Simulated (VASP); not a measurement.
# In (I4/mmm) in VASP: further runs, part 2 of 3

VASP 6.6.1.

## Step 3: Electric field gradients, LDA (volume scaled by 1.06)

Input file INCAR:

```
ALGO = Normal ; EDIFF = 1E-8
ENCUT = 520 ; ISIF = 2
ISMEAR = -1 ; LASPH = T
LCHARG = F ; LEFG = T
LREAL = F ; LWAVE = F
NBANDS = 12 ; NELM = 60
PREC = Accurate ; SIGMA = 0.05
```

Input file KPOINTS:

```
k-points
0
Gamma
  14 14 14
```

Input file POSCAR:

```
In
1.0
   -1.6580433912      1.6580433912      2.5224711420
    1.6580433912     -1.6580433912      2.5224711420
    1.6580433912      1.6580433912     -2.5224711420
In
1
Direct
    0.0000000000      0.0000000000      0.0000000000
```

Potentials or basis: VASP PAW LDA potentials, release 64 (In_d).

Started as:

```sh
$ cat potpaw_LDA.64/In_d/POTCAR > POTCAR
$ mpirun -np 1 vasp_std > vasp.out
```

OUTCAR:

```text
EDIFF = 1E-8
   ENCUT = 520
   ISIF = 2
   ISMEAR = -1
   LASPH = T
   LREAL = F
   NELM = 60
   PREC = Accurate

 ion  position               nearest neighbor table
   1  0.000  0.000  0.000-

  LATTYP: Found a body centered tetragonal cell.
 ALAT       =     3.3160867824
 C/A-ratio  =     1.5213541186

  Lattice vectors:

 A1 = (  -1.6580433912,   1.6580433912,   2.5224711420)
 A2 = (   1.6580433912,  -1.6580433912,   2.5224711420)
 A3 = (   1.6580433912,   1.6580433912,  -2.5224711420)

Analysis of symmetry for initial positions (statically):
=====================================================================
 Subroutine PRICEL returns:
 Original cell was already a primitive cell.

 Routine SETGRP: Setting up the symmetry group for a
 body centered tetragonal supercell.
[... 542 lines left out ...]
  external PRESSURE =     -44.8580020 kB  Pullay stress =       0.0000000 kB

 VOLUME and BASIS-vectors are now :
 -----------------------------------------------------------------------------
  energy-cutoff  :      520.00
  volume of cell :       27.74
      direct lattice vectors                 reciprocal lattice vectors
    -1.658043391  1.658043391  2.522471142     0.000000000  0.301560262  0.198218323
     1.658043391 -1.658043391  2.522471142     0.301560262  0.000000000  0.198218323
     1.658043391  1.658043391 -2.522471142     0.301560262  0.301560262  0.000000000

 POSITION                                       TOTAL-FORCE (eV/Angst)
 -----------------------------------------------------------------------------------
      0.00000      0.00000      0.00000         0.000000      0.000000      0.000000
 -----------------------------------------------------------------------------------
    total drift:                               -0.000000     -0.000000     -0.000000

  FREE ENERGIE OF THE ION-ELECTRON SYSTEM (eV)
  ---------------------------------------------------
  free  energy   TOTEN  =        -3.1733183058 eV

  energy  without entropy=       -3.1695579919  energy(sigma->0) =       -3.17143815

 Electric field gradients (V/A^2)
---------------------------------------------------------------------
 ion       V_xx      V_yy      V_zz      V_xy      V_xz      V_yz
---------------------------------------------------------------------
   1      -9.949    -9.949    19.897     0.002     0.001     0.001
---------------------------------------------------------------------

 Electric field gradients after diagonalization (V/A^2)
 (convention: |V_zz| > |V_xx| > |V_yy|)
----------------------------------------------------------------------
 ion       V_xx      V_yy      V_zz     asymmetry (V_yy - V_xx)/ V_zz
----------------------------------------------------------------------
   1      -9.951    -9.947    19.897       0.000
----------------------------------------------------------------------

           NMR quadrupolar parameters

 Cq : quadrupolar parameter    Cq=e*Q*V_zz/h
 eta: asymmetry parameters     (V_yy - V_xx)/ V_zz
 Q  : nuclear electric quadrupole moment in mb (millibarn)
----------------------------------------------------------------------
 ion       Cq(MHz)       eta       Q (mb)
----------------------------------------------------------------------
   1       0.048       0.000       1.000
----------------------------------------------------------------------
```

Run time: 2.3 min. Hardware: 1 thread of Intel Xeon 6975P-C, shared host; peak memory 0.2 GiB.

Results:

```
Free energy : -3.1733 eV
Pressure    : -4.5 GPa
```

Levels at points of the mesh, in eV from the Fermi level:
| k point | band 2 | band 3 | band 4 | band 5 | band 6 | band 7 | band 8 | band 9 | band 10 | band 11 |
| --- | --- | --- | --- | --- | --- | --- | --- | --- | --- | --- |
| (0.00, 0.00, 0.00) | -14.48 | -14.48 | -14.41 | -14.32 | -9.19 | 9.88 | 9.88 | 10.01 | 11.54 | 13.49 |
| (0.50, 0.00, 0.00) | -14.54 | -14.47 | -14.25 | -14.21 | -4.36 | -3.12 | 7.08 | 8.58 | 11.04 | 11.06 |
| (0.50, 0.50, 0.00) | -14.62 | -14.25 | -14.23 | -14.15 | -1.90 | -1.80 | 3.34 | 3.78 | 6.79 | 7.24 |
| (0.50, 0.50, 0.50) | -14.61 | -14.23 | -14.21 | -14.21 | -3.08 | -2.47 | 4.50 | 4.50 | 7.89 | 8.03 |

Electric field gradients, principal values (V/Å²):
```
atom   least  middle  greatest (by size)
1 In  -9.947  -9.951              19.897
```

Caveat: without QUAD_EFG the Cq values of the log hold for a quadrupole moment of 1 mb, not for the nuclei; spin-orbit coupling is left out, which moves the levels of the heavy elements.

## Step 4: Electric field gradients, LDA (volume scaled by 0.96)

Input file INCAR:

```
PREC     = Accurate       # precision mode
ENCUT    = 520            # plane-wave cutoff, eV
EDIFF    = 1E-8           # SCF threshold, eV
ISMEAR   = -1             # smearing method
SIGMA    = 0.05           # smearing width, eV
LREAL    = False          # projectors in reciprocal space
LASPH    = True           # aspherical terms in the spheres
NELM     = 60             # most SCF steps
ALGO     = Normal         # electronic algorithm
ISIF     = 2              # what is computed and relaxed
LWAVE    = False          # write WAVECAR
LCHARG   = False          # write CHGCAR
LEFG     = True         
NBANDS   = 12             # bands
```

Input file KPOINTS:

```
Automatic mesh
0
Gamma
  14 14 14
```

Input file POSCAR:

```
In
1.0
   -1.6041723059      1.6041723059      2.4405141445
    1.6041723059     -1.6041723059      2.4405141445
    1.6041723059      1.6041723059     -2.4405141445
In
1
Direct
    0.0000000000      0.0000000000      0.0000000000
```

Potentials or basis: VASP PAW LDA potentials, release 64 (In_d).

Started as:

```sh
$ cat potpaw_LDA.64/In_d/POTCAR > POTCAR
$ mpirun -np 1 vasp_std > vasp.out
```

OUTCAR:

```text
PREC = Accurate
   ENCUT = 520
   EDIFF = 1E-8
   ISMEAR = -1
   LREAL = False
   LASPH = True
   NELM = 60
   ISIF = 2

 ion  position               nearest neighbor table
   1  0.000  0.000  0.000-

  LATTYP: Found a body centered tetragonal cell.
 ALAT       =     3.2083446118
 C/A-ratio  =     1.5213541186

  Lattice vectors:

 A1 = (  -1.6041723059,   1.6041723059,   2.4405141445)
[... 566 lines left out ...]
 -----------------------------------------------------------------------------------
    total drift:                                0.000000      0.000000      0.000000

  FREE ENERGIE OF THE ION-ELECTRON SYSTEM (eV)
  ---------------------------------------------------
  free  energy   TOTEN  =        -3.2199808649 eV

  energy  without entropy=       -3.2166880692  energy(sigma->0) =       -3.21833447

 Electric field gradients (V/A^2)
---------------------------------------------------------------------
 ion       V_xx      V_yy      V_zz      V_xy      V_xz      V_yz
---------------------------------------------------------------------
   1     -11.581   -11.581    23.163    -0.001    -0.000    -0.000
---------------------------------------------------------------------

 Electric field gradients after diagonalization (V/A^2)
 (convention: |V_zz| > |V_xx| > |V_yy|)
----------------------------------------------------------------------
 ion       V_xx      V_yy      V_zz     asymmetry (V_yy - V_xx)/ V_zz
----------------------------------------------------------------------
   1     -11.583   -11.580    23.163       0.000
----------------------------------------------------------------------

           NMR quadrupolar parameters

 Cq : quadrupolar parameter    Cq=e*Q*V_zz/h
 eta: asymmetry parameters     (V_yy - V_xx)/ V_zz
 Q  : nuclear electric quadrupole moment in mb (millibarn)
----------------------------------------------------------------------
 ion       Cq(MHz)       eta       Q (mb)
----------------------------------------------------------------------
   1       0.056       0.000       1.000
----------------------------------------------------------------------
```

OSZICAR:

```text
N       E                     dE             d eps       ncg     rms          rms(c)
DAV:   1     0.787735310652E+02    0.78774E+02   -0.62883E+03  5940   0.138E+03
DAV:   2     0.644654997588E+00   -0.78129E+02   -0.75732E+02  6136   0.294E+02
DAV:   3    -0.316731166983E+01   -0.38120E+01   -0.37992E+01  6932   0.650E+01
DAV:   4    -0.325359739358E+01   -0.86286E-01   -0.86257E-01  7300   0.970E+00
DAV:   5    -0.325762973320E+01   -0.40323E-02   -0.40322E-02  8172   0.190E+00    0.261E+00
DAV:   6    -0.322767040727E+01    0.29959E-01   -0.43261E-02  7456   0.430E+00    0.127E+00
DAV:   7    -0.322071070154E+01    0.69597E-02   -0.12197E-02  8640   0.204E+00    0.267E-01
DAV:   8    -0.321998319118E+01    0.72751E-03   -0.81434E-04  7184   0.534E-01    0.194E-02
DAV:   9    -0.321998069007E+01    0.25011E-05   -0.14073E-05  8688   0.508E-02    0.160E-02
DAV:  10    -0.321998086192E+01   -0.17185E-06   -0.64045E-07  6912   0.913E-03    0.482E-04
DAV:  11    -0.321998086488E+01   -0.29631E-08   -0.24541E-08  7116   0.219E-03
   1 F= -.32199809E+01 E0= -.32183345E+01  d E =-.329280E-02
```

stdout:

```text
POSCAR found type information on POSCAR In
 POSCAR found :  1 types and       1 ions
 scaLAPACK will be used
 LDA part: xc-table for (Slater(with rela. corr.)+CA(PZ))
 , standard interpolation
 POSCAR, INCAR and KPOINTS ok, starting setup
 FFT: planning ... GRIDC
 FFT: planning ... GRID_SOFT
 FFT: planning ... GRID
 WAVECAR not read
 entering main loop
ion   1
```

Run time: 41 s. Hardware: 1 thread of AMD EPYC 9R45 (Zen 5), shared host; peak memory 0.16 GiB.

Results:

| Quantity | Value |
| --- | --- |
| Free energy | -3.2200 eV |
| Pressure | -1.0 GPa |

Electric field gradients, principal values (V/Å²):
```
atom    least   middle  greatest (by size)
1 In  -11.580  -11.583              23.163
```

Caveat: without QUAD_EFG the Cq values of the log hold for a quadrupole moment of 1 mb, not for the nuclei; spin-orbit coupling is left out, which moves the levels of the heavy elements.

[end of part 2 of 3]
